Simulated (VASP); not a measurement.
# HfN (Fm-3m) in VASP: a series of runs

The runs below take HfN through single point, with LDA.

Program: VASP 6.6.1. These are calculated values, not measurements. Logs are shortened: lines on timing, memory, paths and dates and some standing lists are left out, and cuts for length are marked.

### Step 1. The cell of the first run

It takes space group Fm-3m (No. 225, cubic). The conventional cell has a = 4.420 Å, b = 4.420 Å, c = 4.420 Å, α = 90.00°, β = 90.00°, γ = 90.00°. Within 2.9 Å of Hf (site symmetry m-3m) lie 6 N at 2.21 Å. N (site symmetry m-3m) has 6 Hf at 2.21 Å within 2.9 Å.

### Step 2. Single point, LDA

Contents of INCAR:

```
ALGO     = Normal         # electronic algorithm
EDIFF    = 1E-7           # SCF threshold, eV
ENCUT    = 520            # plane-wave cutoff, eV
ISIF     = 2              # what is computed and relaxed
ISMEAR   = -1             # smearing method
LASPH    = T              # aspherical terms in the spheres
LCHARG   = F              # write CHGCAR
LREAL    = F              # projectors in reciprocal space
LWAVE    = F              # write WAVECAR
NBANDS   = 14             # bands
NELM     = 60             # most SCF steps
PREC     = Accurate       # precision mode
SIGMA    = 0.1            # smearing width, eV
```

Contents of KPOINTS:

```
k-points
0
Gamma
  11 11 11
```

Contents of POSCAR:

```
HfN
1.0
    0.0000000000      2.2099462613      2.2099462613
    2.2099462613      0.0000000000      2.2099462613
    2.2099462613      2.2099462613      0.0000000000
Hf N
1 1
Direct
    0.0000000000      0.0000000000      0.0000000000
    0.5000000000      0.5000000000      0.5000000000
```

Potentials or basis: VASP PAW LDA potentials, release 64 (Hf_pv, N).

Command:

```
$ cat potpaw_LDA.64/Hf_pv/POTCAR potpaw_LDA.64/N/POTCAR > POTCAR
$ mpirun -np 1 vasp_std > vasp.out
```

OUTCAR:

```text
EDIFF = 1E-7
   ENCUT = 520
   ISIF = 2
   ISMEAR = -1
   LASPH = T
   LREAL = F
   NELM = 60
   PREC = Accurate

 ion  position               nearest neighbor table
   1  0.000  0.000  0.000-   2 2.21   2 2.21   2 2.21   2 2.21   2 2.21   2 2.21
   2  0.500  0.500  0.500-   1 2.21   1 2.21   1 2.21   1 2.21   1 2.21   1 2.21

  LATTYP: Found a face centered cubic cell.
 ALAT       =     4.4198925226

  Lattice vectors:

 A1 = (   0.0000000000,   2.2099462613,   2.2099462613)
 A2 = (   2.2099462613,   0.0000000000,   2.2099462613)
 A3 = (   2.2099462613,   2.2099462613,   0.0000000000)

Analysis of symmetry for initial positions (statically):
=====================================================================
 Subroutine PRICEL returns:
 Original cell was already a primitive cell.

 Routine SETGRP: Setting up the symmetry group for a
 face centered cubic supercell.

 Subroutine GETGRP returns: Found 48 space group operations
 (whereof 48 operations were pure point group operations)
 out of a pool of 48 trial point group operations.

The static configuration has the point symmetry O_h .

Analysis of symmetry for dynamics (positions and initial velocities):
=====================================================================
 Subroutine PRICEL returns:
 Original cell was already a primitive cell.

 Routine SETGRP: Setting up the symmetry group for a
 face centered cubic supercell.

 Subroutine GETGRP returns: Found 48 space group operations
 (whereof 48 operations were pure point group operations)
 out of a pool of 48 trial point group operations.

The dynamic configuration has the point symmetry O_h .

 Subroutine INISYM returns: Found 48 space group operations
 (whereof 48 operations are pure point group operations),
 and found     1 'primitive' translations

----------------------------------------------------------------------------------------

                                     Primitive cell

  volume of cell :      21.5861

  direct lattice vectors                    reciprocal lattice vectors
     0.000000000  2.209946261  2.209946261    -0.226249845  0.226249845  0.226249845
     2.209946261  0.000000000  2.209946261     0.226249845 -0.226249845  0.226249845
     2.209946261  2.209946261  0.000000000     0.226249845  0.226249845 -0.226249845

  length of vectors
     3.125335975  3.125335975  3.125335975     0.391876227  0.391876227  0.391876227

  position of ions in fractional coordinates (direct lattice)
     0.000000000  0.000000000  0.000000000
     0.500000000  0.500000000  0.500000000

  ion indices of the primitive-cell ions
   primitive index   ion index
                 1           1
                 2           2

----------------------------------------------------------------------------------------

 KPOINTS: k-points

Automatic generation of k-mesh.
 Grid dimensions read from file:
 generate k-points for:   11   11   11

 Generating k-lattice:

  Cartesian coordinates                     Fractional coordinates (reciprocal lattice)
    -0.020568168  0.020568168  0.020568168     0.090909091  0.000000000  0.000000000
     0.020568168 -0.020568168  0.020568168     0.000000000  0.090909091  0.000000000
     0.020568168  0.020568168 -0.020568168     0.000000000  0.000000000  0.090909091

  Length of vectors
     0.035625112  0.035625112  0.035625112

  Shift w.r.t. Gamma in fractional coordinates (k-lattice)
     0.000000000  0.000000000  0.000000000

 Subroutine IBZKPT returns following result:
 ===========================================

 Found     56 irreducible k-points:

 Following reciprocal coordinates:
            Coordinates               Weight
  0.000000  0.000000  0.000000      1.000000
  0.090909  0.000000  0.000000      8.000000
  0.181818  0.000000  0.000000      8.000000
  0.272727  0.000000  0.000000      8.000000
  0.363636  0.000000  0.000000      8.000000
  0.454545  0.000000  0.000000      8.000000
[... 16 lines left out ...]
 -0.272727  0.181818  0.000000     24.000000
 -0.181818  0.181818  0.000000     12.000000
 [... further k-points ...]
   k-points           NKPTS =     56   k-points in BZ     NKDIM =     56   number of bands    NBANDS=     14
   number of dos      NEDOS =    301   number of ions     NIONS =      2
   total plane-waves  NPLWV =  13824
   dimension x,y,z NGX =    24 NGY =   24 NGZ =   24
   dimension x,y,z NGXF=    48 NGYF=   48 NGZF=   48
   ions per type =               1   1
   NGX,Y,Z   is equivalent  to a cutoff of  12.77, 12.77, 12.77 a.u.
   NGXF,Y,Z  is equivalent  to a cutoff of  25.53, 25.53, 25.53 a.u.
 SYSTEM =  unknown system
   PREC   = accura    normal or accurate (medium, high low for compatibility)
   ISTART =      0    job   : 0-new  1-cont  2-samecut
   ICHARG =      2    charge: 1-file 2-atom 10-const
   ISPIN  =      1    spin polarized calculation?
   LNONCOLLINEAR =      F non collinear calculations
   LSORBIT =      F    spin-orbit coupling
   LASPH  =      T    aspherical Exc in radial PAW
   ENCUT  =  520.0 eV  38.22 Ry    6.18 a.u.   5.81  5.81  5.81*2*pi/ulx,y,z
   NELM   =     60;   NELMIN=  2; NELMDL= -5     # of ELM steps
   EDIFF  = 0.1E-06   stopping-criterion for ELM
   LREAL  =      F    real-space projection
   EDIFFG = 0.1E-05   stopping-criterion for IOM
   NSW    =      0    number of steps for IOM
   IBRION =     -1    ionic relax: 0-MD 1-quasi-New 2-CG
   NFREE  =      0    steps in history (QN), initial steepest desc. (CG)
   ISIF   =      2    stress and relaxation
   ISYM   =      2    0-nonsym 1-usesym 2-fastsym
   POTIM  = 0.5000    time-step for ionic-motion
   TEBEG  =    0.0;   TEEND  =   0.0 temperature during run
   PSTRESS=    0.0 pullay stress
   NELECT =      15.0000    total number of electrons
   NUPDOWN=      -1.0000    fix difference up-down
   EMIN   =  10.00;   EMAX   =-10.00  energy-range for DOS
   EFERMI =   0.00;   METHOD = LEGACY
   ISMEAR =    -1;   SIGMA  =   0.10  broadening in eV -4-tet -1-fermi 0-gaus
   EFERMI_NEDOS =   21; number of points for ismear=-14 and -15
   IALGO  =     38    algorithm
   IMIX   =      4    mixing-type and parameters
     AMIX     =   0.40;   BMIX     =  1.00
     AMIX_MAG =   1.60;   BMIX_MAG =  1.00
  volume/ion in A,a.u.               =      10.79        72.84
  Fermi-wavevector in a.u.,A,eV,Ry     =   1.450041  2.740180 28.607857  2.102618
  Thomas-Fermi vector in A             =   2.567698
   LORBIT       =      0    0 simple, 1 ext, 2 COOP (PROOUT), +10 PAW based schemes
   GGA     = CA    functional components
   LHFCALC =     F    Hartree Fock is set to
   AEXX    =    0.0000 exact exchange contribution
   IVDW    =     0    specifies the selected vdW correction
   LEPSILON=     F    determine dielectric tensor
   LRPA    =     F    only Hartree local field effects (RPA)
 non-spin polarized calculation
  energy-cutoff  :      520.00
  volume of cell :       21.59
 maximum number of plane-waves:       595
   NGX = 11   NGY = 11   NGZ = 11

 number of electron      15.0000003 magnetization

 Free energy of the ion-electron system (eV)
  ---------------------------------------------------
  ext. energy  EPLUGINS =         0.00000000
  ---------------------------------------------------
  free energy    TOTEN  =       -23.85640950 eV

  energy without entropy =      -23.83499205  energy(sigma->0) =      -23.84570077

 E-fermi :   8.7554     XC(G=0): -13.3223

 val. band max:        8.7422990356   @ k =   0.4545   0.1818   0.0000
 cond. band min:       8.7664235517   @ k =  -0.0909   0.0909   0.0000
 fundamental gap:      0.0241245161
 Fermi energy:         8.7553521870

 k-point     1 :       0.0000    0.0000    0.0000
  band No.  band energies     occupation
      1     -21.8723      2.00000
      2     -21.8723      2.00000
      3     -21.8723      2.00000
      4      -8.8137      2.00000
      5       5.7834      2.00000
      6       5.7834      2.00000
      7       5.7834      2.00000
      8       8.3724      1.95749
      9       8.3724      1.95749
     10       8.3724      1.95749
     11      10.8762      0.00000
     12      10.8762      0.00000
     13      11.4574      0.00000
     14      18.6092      0.00000

 k-point     2 :       0.0909    0.0000    0.0000
  band No.  band energies     occupation
      1     -21.9839      2.00000
      2     -21.8811      2.00000
      3     -21.8811      2.00000
      4      -8.5894      2.00000
      5       4.9742      2.00000
      6       5.2624      2.00000
      7       5.2624      2.00000
      8       8.6178      1.59654
      9       8.6710      1.39838
     10       8.6710      1.39838
     11      11.5678      0.00000
     12      11.5678      0.00000
     13      12.0153      0.00000
     14      19.2986      0.00000

 k-point     3 :       0.1818    0.0000    0.0000
  band No.  band energies     occupation
      1     -22.2704      2.00000
      2     -21.9042      2.00000
      3     -21.9042      2.00000
      4      -7.9792      2.00000
      5       3.4224      2.00000
      6       4.2754      2.00000
      7       4.2754      2.00000
      8       9.0155      0.13813
      9       9.4174      0.00266
     10       9.4174      0.00266
     11      13.1633      0.00000
     12      13.1633      0.00000
     13      13.2656      0.00000
     14      20.4584      0.00000

 k-point     4 :       0.2727    0.0000    0.0000
  band No.  band energies     occupation
      1     -22.6211      2.00000
      2     -21.9343      2.00000
      3     -21.9343      2.00000
      4      -7.1401      2.00000
      5       1.8435      2.00000
      6       3.3601      2.00000
      7       3.3601      2.00000
      8       9.6543      0.00025
      9      10.4993      0.00000
     10      10.4993      0.00000
     11      14.4808      0.00000
     12      15.0582      0.00000
     13      15.0582      0.00000
     14      20.4541      0.00000

 k-point     5 :       0.3636    0.0000    0.0000
  band No.  band energies     occupation
      1     -22.9230      2.00000
      2     -21.9617      2.00000
      3     -21.9617      2.00000
      4      -6.2800      2.00000
      5       0.5164      2.00000
      6       2.6984      2.00000
      7       2.6984      2.00000
      8      10.6895      0.00000
      9      11.7333      0.00000
     10      11.7333      0.00000
     11      14.8753      0.00000
[... 276 lines left out ...]
 k-point    22 :      -0.3636    0.1818    0.0000
  band No.  band energies     occupation
      1     -22.9243      2.00000
      2     -22.2493      2.00000
      3     -22.0078      2.00000
      4      -6.1637      2.00000
      5       0.4882      2.00000
      6       2.5957      2.00000
      7       3.0240      2.00000
      8      11.1061      0.00000
      9      11.8640      0.00000
     10      11.9801      0.00000
     11      15.1159      0.00000
     12      17.8661      0.00000
     13      18.4472      0.00000
     14      20.4043      0.00000

 k-point    23 :      -0.2727    0.1818    0.0000
  band No.  band energies     occupation
      1     -22.7739      2.00000
      2     -22.2237      2.00000
      3     -21.9564      2.00000
      4      -6.4900      2.00000
      5       0.8595      2.00000
      6       2.6706      2.00000
      7       3.4372      2.00000
      8      10.3193      0.00000
      9      10.8193      0.00000
     10      12.6882      0.00000
     11      13.6796      0.00000
     12      16.6759      0.00000
     13      17.9809      0.00000
     14      20.4396      0.00000

 k-point    24 :      -0.1818    0.1818    0.0000
  band No.  band energies     occupation
      1     -22.5812      2.00000
      2     -22.1305      2.00000
      3     -21.9140      2.00000
      4      -7.0342      2.00000
      5       1.6123      2.00000
      6       3.0170      2.00000
      7       3.9101      2.00000
      8       9.7258      0.00012
      9       9.8989      0.00002
     10      12.1779      0.00000
     11      12.4865      0.00000
     12      15.6539      0.00000
     13      16.6047      0.00000
     14      20.4532      0.00000

 [... further k-points ...]

------------------------ aborting loop because EDIFF is reached ----------------------------------------

  FORCE on cell =-STRESS in cart. coord.  units (eV):
  Direction    XX          YY          ZZ          XY          YZ          ZX
  --------------------------------------------------------------------------------------
  -------------------------------------------------------------------------------------
  Total        1.2783768      1.2783768      1.2783768      0.0000000      0.0000000      0.0000000
  in kB       94.8842902     94.8842902     94.8842902      0.0000000      0.0000000      0.0000000
  external PRESSURE =      94.8842902 kB  Pullay stress =       0.0000000 kB

 VOLUME and BASIS-vectors are now :
 -----------------------------------------------------------------------------
  energy-cutoff  :      520.00
  volume of cell :       21.59
      direct lattice vectors                 reciprocal lattice vectors
     0.000000000  2.209946261  2.209946261    -0.226249845  0.226249845  0.226249845
     2.209946261  0.000000000  2.209946261     0.226249845 -0.226249845  0.226249845
     2.209946261  2.209946261  0.000000000     0.226249845  0.226249845 -0.226249845

 POSITION                                       TOTAL-FORCE (eV/Angst)
 -----------------------------------------------------------------------------------
      0.00000      0.00000      0.00000         0.000000      0.000000      0.000000
      2.20995      2.20995      2.20995        -0.000000     -0.000000     -0.000000
 -----------------------------------------------------------------------------------
    total drift:                                0.000000     -0.000000     -0.000000

  FREE ENERGIE OF THE ION-ELECTRON SYSTEM (eV)
  ---------------------------------------------------
  free  energy   TOTEN  =       -23.8564095003 eV

  energy  without entropy=      -23.8349920479  energy(sigma->0) =      -23.84570077
```

Run time: 6.3 s. Hardware: 1 thread of Intel Xeon 6975P-C (Granite Rapids), shared host; peak memory 0.13 GiB.

What came out:

```
Free energy : -23.8564 eV
Pressure    : 9.5 GPa
```

Caveat: spin-orbit coupling is left out, which moves the levels of the heavy elements.

### Step 3. Single point, LDA

This run uses another cell than the first one, of 11.14 Å³/atom, 1.032 times its volume.

Contents of INCAR:

```
SYSTEM = HfN
  PREC = Accurate
  ENCUT = 520
  EDIFF = 1E-7
  ISMEAR = -1
  SIGMA = 0.1
  LREAL = .False.
  LASPH = .True.
  NELM = 60
  ALGO = Normal
  ISIF = 2
  LWAVE = .False.
  LCHARG = .False.
  NBANDS = 14
```

Contents of KPOINTS:

```
Automatic mesh
0
Gamma
  11 11 11
  0 0 0
```

Contents of POSCAR:

```
HfN
1.0
    0.0000000000      2.2332105631      2.2332105631
    2.2332105631      0.0000000000      2.2332105631
    2.2332105631      2.2332105631      0.0000000000
Hf N
1 1
Direct
    0.0000000000      0.0000000000      0.0000000000
    0.5000000000      0.5000000000      0.5000000000
```

Potentials or basis: VASP PAW LDA potentials, release 64 (Hf_pv, N).

Command:

```
$ cat potpaw_LDA.64/Hf_pv/POTCAR potpaw_LDA.64/N/POTCAR > POTCAR
$ mpirun -np 1 vasp_std > vasp.out
```

OUTCAR:

```text
SYSTEM = HfN
   PREC = Accurate
   ENCUT = 520
   EDIFF = 1E-7
   ISMEAR = -1
   LREAL = .False.
   LASPH = .True.
   NELM = 60
   ISIF = 2

 ion  position               nearest neighbor table
   1  0.000  0.000  0.000-   2 2.23   2 2.23   2 2.23   2 2.23   2 2.23   2 2.23
   2  0.500  0.500  0.500-   1 2.23   1 2.23   1 2.23   1 2.23   1 2.23   1 2.23

  LATTYP: Found a face centered cubic cell.
 ALAT       =     4.4664211262

  Lattice vectors:

 A1 = (   0.0000000000,   2.2332105631,   2.2332105631)
 A2 = (   2.2332105631,   0.0000000000,   2.2332105631)
[... 593 lines left out ...]

  FORCE on cell =-STRESS in cart. coord.  units (eV):
  Direction    XX          YY          ZZ          XY          YZ          ZX
  --------------------------------------------------------------------------------------
  -------------------------------------------------------------------------------------
  Total       -0.1052445     -0.1052445     -0.1052445      0.0000000      0.0000000      0.0000000
  in kB       -7.5699163     -7.5699163     -7.5699163      0.0000000      0.0000000      0.0000000
  external PRESSURE =      -7.5699163 kB  Pullay stress =       0.0000000 kB

 VOLUME and BASIS-vectors are now :
 -----------------------------------------------------------------------------
  energy-cutoff  :      520.00
  volume of cell :       22.28
      direct lattice vectors                 reciprocal lattice vectors
     0.000000000  2.233210563  2.233210563    -0.223892905  0.223892905  0.223892905
     2.233210563  0.000000000  2.233210563     0.223892905 -0.223892905  0.223892905
     2.233210563  2.233210563  0.000000000     0.223892905  0.223892905 -0.223892905

 POSITION                                       TOTAL-FORCE (eV/Angst)
 -----------------------------------------------------------------------------------
      0.00000      0.00000      0.00000        -0.000000     -0.000000     -0.000000
      2.23321      2.23321      2.23321         0.000000      0.000000      0.000000
 -----------------------------------------------------------------------------------
    total drift:                                0.000000     -0.000000     -0.000000

  FREE ENERGIE OF THE ION-ELECTRON SYSTEM (eV)
  ---------------------------------------------------
  free  energy   TOTEN  =       -23.8750829377 eV

  energy  without entropy=      -23.8530715663  energy(sigma->0) =      -23.86407725
```

OSZICAR:

```text
N       E                     dE             d eps       ncg     rms          rms(c)
DAV:   1     0.368560376949E+02    0.36856E+02   -0.78306E+03  1568   0.102E+03
DAV:   2    -0.250851410954E+02   -0.61941E+02   -0.58253E+02  2016   0.232E+02
DAV:   3    -0.268602198589E+02   -0.17751E+01   -0.17701E+01  1790   0.316E+01
DAV:   4    -0.268656896836E+02   -0.54698E-02   -0.54693E-02  1928   0.214E+00
DAV:   5    -0.268657215639E+02   -0.31880E-04   -0.31880E-04  1824   0.140E-01    0.538E+01
DAV:   6    -0.240225827060E+02    0.28431E+01   -0.83657E+00  1694   0.221E+01    0.457E+01
DAV:   7    -0.239108797123E+02    0.11170E+00   -0.42781E-01  1958   0.511E+00    0.277E+01
DAV:   8    -0.238795655622E+02    0.31314E-01   -0.10887E-01  2000   0.269E+00    0.487E+00
DAV:   9    -0.238752609991E+02    0.43046E-02   -0.12693E-02  1820   0.880E-01    0.188E+00
DAV:  10    -0.238751073146E+02    0.15368E-03   -0.89627E-04  2048   0.268E-01    0.351E-01
DAV:  11    -0.238750835445E+02    0.23770E-04   -0.63923E-05  1766   0.751E-02    0.519E-02
DAV:  12    -0.238750829426E+02    0.60185E-06   -0.58603E-06  2050   0.205E-02    0.184E-02
DAV:  13    -0.238750829377E+02    0.48772E-08   -0.85375E-08  1154   0.278E-03
   1 F= -.23875083E+02 E0= -.23864077E+02  d E =-.220114E-01
```

stdout:

```text
POSCAR found type information on POSCAR HfN
 POSCAR found :  2 types and       2 ions
 scaLAPACK will be used
 LDA part: xc-table for (Slater(with rela. corr.)+CA(PZ))
 , standard interpolation
 POSCAR, INCAR and KPOINTS ok, starting setup
 FFT: planning ... GRIDC
 FFT: planning ... GRID_SOFT
 FFT: planning ... GRID
 WAVECAR not read
 entering main loop
```

Wall time 5.8 s (1 thread of Intel Xeon 6975P-C (Granite Rapids), shared host); peak memory 0.14 GiB.

Results:

* Free energy: -23.8751 eV
* Pressure: -0.8 GPa

Caveat: spin-orbit coupling is left out, which moves the levels of the heavy elements.
